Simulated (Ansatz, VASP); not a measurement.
# One calculation of SnO2, two programs

```
Sn O
1.0
     1.65890    0.95777    4.52797
    -1.65890    0.95777    4.52797
     0.00000   -1.91553    4.52797
Sn O
1 2
Direct
  0.50000 0.50000 0.50000
  0.24144 0.24144 0.24144
  0.75856 0.75856 0.75856
```

Alike in both runs: task single point; functional PBEsol; k mesh 12 × 12 × 12; occupations gaussian, width 0.05 eV; no spin polarisation.

```csv
,VASP,Ansatz
version,VASP 6.6.1,Ansatz 0.2.0
potentials or method,"VASP PAW PBE potentials, release 64 (Sn_d, O), cutoff 520 eV","scalar-relativistic, plane waves, PAW"
valence electrons in the cell,26,26
```

Ansatz gave:

- gap on the k mesh at the Fermi level (eV): 1.15
- least direct gap on the mesh (eV): 1.15
- pressure (GPa): -12.6
- traceless stress, the component that is largest in VASP (GPa): 5.27
- rms of the force components (eV/Å): 0.391

Question: What did VASP give for the same quantities?

Answer: gap on the k mesh at the Fermi level (eV): 1.13; least direct gap on the mesh (eV): 1.13; pressure (GPa): -12.2; traceless stress, the component that is largest in VASP (GPa): 4.89; rms of the force components (eV/Å): 0.369.

VASP's potentials were made for PBE, not for PBEsol, and Ansatz warns of the same on its side. Atom by atom the forces differ by 0.022 eV/Å (rms over components). The functional is the same, so the differences come from potentials, cutoffs and numerics.
